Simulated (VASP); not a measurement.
# NiN2 (Fm-3m) in VASP: further runs, part 2 of 3

VASP 6.6.1. Earlier steps stand in the parts before.

## (3) Relaxation of cell and atoms, PBE

This run uses another cell than the first one, of 7.78 Å³/atom.

Contents of INCAR:

```
SYSTEM = NiN2
PREC = Accurate
ENCUT = 600
EDIFF = 1E-7
ISMEAR = 0
SIGMA = 0.1
LREAL = .False.
LASPH = .True.
NELM = 120
ALGO = Normal
ISIF = 3
LWAVE = .False.
LCHARG = .False.
GGA = PE
IBRION = 2
NSW = 90
EDIFFG = -0.04
GGA_COMPAT = .False.
NELMIN = 4
```

Contents of KPOINTS:

```
regular mesh
0
Gamma
  6 6 6
  0 0 0
```

Contents of POSCAR:

```
NiN2
1.0
    0.0000000000      2.2678370726      2.2678370726
    2.2678370726      0.0000000000      2.2678370726
    2.2678370726      2.2678370726      0.0000000000
Ni N
1 2
Direct
    0.0000000000      0.0000000000      0.0000000000
    0.2500000000      0.2500000000      0.2500000000
    0.7500000000      0.7500000000      0.7500000000
```

Potentials or basis: VASP PAW PBE potentials, release 64 (Ni, N).

Launch:

```sh
> cat potpaw_PBE.64/Ni/POTCAR potpaw_PBE.64/N/POTCAR > POTCAR
> mpirun -np 1 vasp_std > vasp.out
```

OUTCAR:

```text
SYSTEM = NiN2
   PREC = Accurate
   ENCUT = 600
   EDIFF = 1E-7
   ISMEAR = 0
   LREAL = .False.
   LASPH = .True.
   NELM = 120
   ISIF = 3
   GGA = PE
   IBRION = 2
   NSW = 90
   EDIFFG = -0.04
   NELMIN = 4

 ion  position               nearest neighbor table
   1  0.000  0.000  0.000-   3 1.96   3 1.96   3 1.96   2 1.96   3 1.96   2 1.96   2 1.96   2 1.96

   2  0.250  0.250  0.250-   1 1.96   1 1.96   1 1.96   1 1.96
   3  0.750  0.750  0.750-   1 1.96   1 1.96   1 1.96   1 1.96

  LATTYP: Found a face centered cubic cell.
 ALAT       =     4.5356741452

  Lattice vectors:

 A1 = (   0.0000000000,   2.2678370726,   2.2678370726)
 A2 = (   2.2678370726,   0.0000000000,   2.2678370726)
 A3 = (   2.2678370726,   2.2678370726,   0.0000000000)

Analysis of symmetry for initial positions (statically):
=====================================================================
 Subroutine PRICEL returns:
 Original cell was already a primitive cell.

 Routine SETGRP: Setting up the symmetry group for a
 face centered cubic supercell.

 Subroutine GETGRP returns: Found 48 space group operations
 (whereof 48 operations were pure point group operations)
 out of a pool of 48 trial point group operations.

The static configuration has the point symmetry O_h .

Analysis of symmetry for dynamics (positions and initial velocities):
=====================================================================
 Subroutine PRICEL returns:
 Original cell was already a primitive cell.

 Routine SETGRP: Setting up the symmetry group for a
 face centered cubic supercell.

 Subroutine GETGRP returns: Found 48 space group operations
 (whereof 48 operations were pure point group operations)
 out of a pool of 48 trial point group operations.

The dynamic configuration has the point symmetry O_h .

 Subroutine INISYM returns: Found 48 space group operations
 (whereof 48 operations are pure point group operations),
 and found     1 'primitive' translations

[... 100 lines left out ...]
   EMIN   =  10.00;   EMAX   =-10.00  energy-range for DOS
   EFERMI =   0.00;   METHOD = LEGACY
   ISMEAR =     0;   SIGMA  =   0.10  broadening in eV -4-tet -1-fermi 0-gaus
   EFERMI_NEDOS =   21; number of points for ismear=-14 and -15
   IALGO  =     38    algorithm
   IMIX   =      4    mixing-type and parameters
     AMIX     =   0.40;   BMIX     =  1.00
     AMIX_MAG =   1.60;   BMIX_MAG =  1.00
  volume/ion in A,a.u.               =       7.78        52.47
  Fermi-wavevector in a.u.,A,eV,Ry     =   1.555236  2.938970 32.909216  2.418759
  Thomas-Fermi vector in A             =   2.659206
   LORBIT       =      0    0 simple, 1 ext, 2 COOP (PROOUT), +10 PAW based schemes
   GGA     = PE    functional components
   LHFCALC =     F    Hartree Fock is set to
   AEXX    =    0.0000 exact exchange contribution
   IVDW    =     0    specifies the selected vdW correction
   LEPSILON=     F    determine dielectric tensor
   LRPA    =     F    only Hartree local field effects (RPA)
 conjugate gradient relaxation of ions
 non-spin polarized calculation
 Gauss-broadening in eV      SIGMA  =   0.10
  energy-cutoff  :      600.00
  volume of cell :       23.33
 maximum number of plane-waves:       791
 NGX is ok and might be reduce to    28
   NGX = 13   NGY = 13   NGZ = 13

--------------------------------------- Ionic step        1  -------------------------------------------

 number of electron      20.0000002 magnetization

 Free energy of the ion-electron system (eV)
  ---------------------------------------------------
  ext. energy  EPLUGINS =         0.00000000
  ---------------------------------------------------
  free energy    TOTEN  =       -17.79669363 eV

  energy without entropy =      -17.79537813  energy(sigma->0) =      -17.79603588

------------------------ aborting loop because EDIFF is reached ----------------------------------------

  FORCE on cell =-STRESS in cart. coord.  units (eV):
  Direction    XX          YY          ZZ          XY          YZ          ZX
  --------------------------------------------------------------------------------------
  -------------------------------------------------------------------------------------
  Total        3.4699240      3.4699240      3.4699240      0.0000000      0.0000000      0.0000000
  in kB      238.3224762    238.3224762    238.3224762      0.0000000      0.0000000      0.0000000
  external PRESSURE =     238.3224762 kB  Pullay stress =       0.0000000 kB
[... 61 lines left out ...]
--------------------------------------- Ionic step        3  -------------------------------------------

 number of electron      20.0000003 magnetization

 Free energy of the ion-electron system (eV)
  ---------------------------------------------------
  ext. energy  EPLUGINS =         0.00000000
  ---------------------------------------------------
  free energy    TOTEN  =       -17.93013296 eV

  energy without entropy =      -17.92701306  energy(sigma->0) =      -17.92857301

 E-fermi :   7.3524     XC(G=0): -12.6527

 val. band max:        7.2654228597   @ k =   0.1667   0.0000   0.0000
 cond. band min:       7.4751744329   @ k =   0.3333   0.0000   0.0000
 fundamental gap:      0.2097515731
 Fermi energy:         7.3523864464

 k-point     1 :       0.0000    0.0000    0.0000
  band No.  band energies     occupation
      1     -10.7320      2.00000
      2      -3.1200      2.00000
      3       0.9902      2.00000
      4       0.9902      2.00000
      5       0.9902      2.00000
      6       4.6527      2.00000
      7       4.6527      2.00000
      8       7.7468      0.00000
      9       7.7468      0.00000
     10       7.7468      0.00000
     11       8.7162      0.00000
     12       8.7162      0.00000
     13       8.7162      0.00000
     14      17.6275      0.00000
[... 283 lines left out ...]
  FREE ENERGIE OF THE ION-ELECTRON SYSTEM (eV)
  ---------------------------------------------------
  free  energy   TOTEN  =       -17.9301329573 eV

  energy  without entropy=      -17.9270130553  energy(sigma->0) =      -17.92857301

 reached required accuracy - stopping structural energy minimisation
```

OSZICAR:

```text
N       E                     dE             d eps       ncg     rms          rms(c)
DAV:   1     0.134787126241E+03    0.13479E+03   -0.11160E+04   448   0.195E+03
DAV:   2    -0.139802171870E+02   -0.14877E+03   -0.13922E+03   538   0.371E+02
DAV:   3    -0.262504814515E+02   -0.12270E+02   -0.12012E+02   490   0.120E+02
[... 43 lines left out ...]
DAV:   9    -0.179301384470E+02    0.72829E-04   -0.29046E-04   690   0.263E-01    0.243E-02
DAV:  10    -0.179301330713E+02    0.53757E-05   -0.29553E-05   720   0.984E-02    0.529E-03
DAV:  11    -0.179301331401E+02   -0.68766E-07   -0.20402E-06   558   0.215E-02    0.252E-03
DAV:  12    -0.179301329923E+02    0.14779E-06   -0.64632E-07   514   0.983E-03    0.768E-04
DAV:  13    -0.179301329573E+02    0.34955E-07   -0.24607E-08   242   0.178E-03
   3 F= -.17930133E+02 E0= -.17928573E+02  d E =-.133439E+00
```

It took 62 s on 1 thread of Intel Xeon 8259CL, shared host; peak memory 0.16 GiB.

What came out:

```yaml
Free_energy: -17.9301 eV
Relaxed_volume: 8.43 Å³/atom
Relaxed_cell: a = 3.295 Å, b = 3.295 Å, c = 3.295 Å, α = 60.00°, β = 60.00°, γ = 60.00°
Space_group_after_relaxing_to_0.1_Å: Fm-3m (No. 225)
Energy_gained_by_relaxing: 44.5 meV/atom
Ionic_steps: 3
Pressure_after_relaxing: -0.3 GPa
Band_gap_on_the_k_mesh: zero (bands 10 and 11 overlap by 0.99 eV)
```

The path:
| step | energy change (eV) | largest force (eV/Å) | pressure (GPa) | volume (Å³) |
| --- | --- | --- | --- | --- |
| 1 | 0.0000 | 0.0000 | 23.83 | 23.33 |
| 2 | -0.0082 | 0.0000 | -16.94 | 27.45 |
| 3 | -0.1334 | 0.0000 | -0.27 | 25.29 |

Final structure:
```
CELL_PARAMETERS angstrom
0.00000 2.32975 2.32975
2.32975 0.00000 2.32975
2.32975 2.32975 0.00000
ATOMIC_POSITIONS crystal
Ni 0.00000 0.00000 0.00000
N 0.25000 0.25000 0.25000
N 0.75000 0.75000 0.75000
```

Levels at points of the mesh, in eV from the Fermi level:
| k point | band 8 | band 9 | band 10 | band 11 | band 12 | band 13 |
| --- | --- | --- | --- | --- | --- | --- |
| (0.00, 0.00, 0.00) | 0.39 | 0.39 | 0.39 | 1.36 | 1.36 | 1.36 |
| (0.50, 0.00, 0.00) | -2.40 | -2.40 | -2.27 | -0.59 | 1.56 | 1.56 |
| (0.50, 0.50, 0.00) | -2.40 | -2.09 | -1.11 | 2.08 | 2.73 | 2.73 |

Caveat: the k points lie up to 0.39 Å⁻¹ apart in the final cell, too coarse for converged energies and pressures of a metal; the run has no spin polarisation, though such a crystal can be magnetic. With open d or f shells a metallic result of PBE can be an artefact of self-interaction; +U or a hybrid may open a gap.

## (4) Single point, PBE, collinear spin, ferromagnetic start

This run uses another cell than the first one, of 7.78 Å³/atom.

Contents of INCAR:

```
  PREC = Accurate
  ENCUT = 600
  EDIFF = 1E-6
  ISMEAR = 0
  SIGMA = 0.1
  LREAL = F
  LASPH = T
  NELM = 200
  ALGO = Normal
  ISIF = 2
  LWAVE = F
  LCHARG = F
  ISPIN = 2
  MAGMOM = 2 0 0
  LORBIT = 11
  LMAXMIX = 4
  GGA = PE
  NBANDS = 21
  GGA_COMPAT = F
```

Contents of KPOINTS:

```
regular mesh
0
Gamma
  6 6 6
```

POSCAR is that of step 3.

Launch:

```sh
> cat potpaw_PBE.64/Ni/POTCAR potpaw_PBE.64/N/POTCAR > POTCAR
> mpirun -np 1 vasp_std > vasp.out
```

Wall time 67 s (1 thread of Intel Xeon 8259CL, shared host); peak memory 0.18 GiB.

It converged, with:

```
Free energy                                           : -17.7967 eV
Pressure                                              : 23.7 GPa
Band gap on the k mesh                                : zero (filled and empty bands overlap)
Net moment                                            : 0.00 μB per cell
Valence electrons inside the program's atomic spheres : Ni 9.69; N 3.54
```

Levels at points of the mesh, in eV from the Fermi level:
Spin up:
```csv
k point,band 7,band 8,band 9,band 10,band 11,band 12,band 13,band 14
"(0.00, 0.00, 0.00)",-3.01,0.40,0.40,0.40,1.52,1.52,1.52,11.28
"(0.50, 0.00, 0.00)",-2.85,-2.67,-2.67,-2.40,-0.41,1.72,1.72,12.49
"(0.50, 0.50, 0.00)",-3.84,-2.67,-2.31,-1.04,2.25,3.00,3.00,8.82
```
Spin down:
```
           k point  band 8  band 9  band 10  band 11  band 12  band 13
(0.00, 0.00, 0.00)    0.40    0.40     0.40     1.52     1.52     1.52
(0.50, 0.00, 0.00)   -2.67   -2.67    -2.40    -0.41     1.72     1.72
(0.50, 0.50, 0.00)   -2.67   -2.31    -1.04     2.25     3.00     3.00
```

Caveat: the k points lie up to 0.40 Å⁻¹ apart, too coarse for converged energies and pressures of a metal; the moments typed at the start vanished in this run. With open d or f shells a metallic result of PBE can be an artefact of self-interaction; +U or a hybrid may open a gap.

[end of part 2 of 3]

The gap in the log of VASP goes by the Fermi energy; the results here count the filled bands.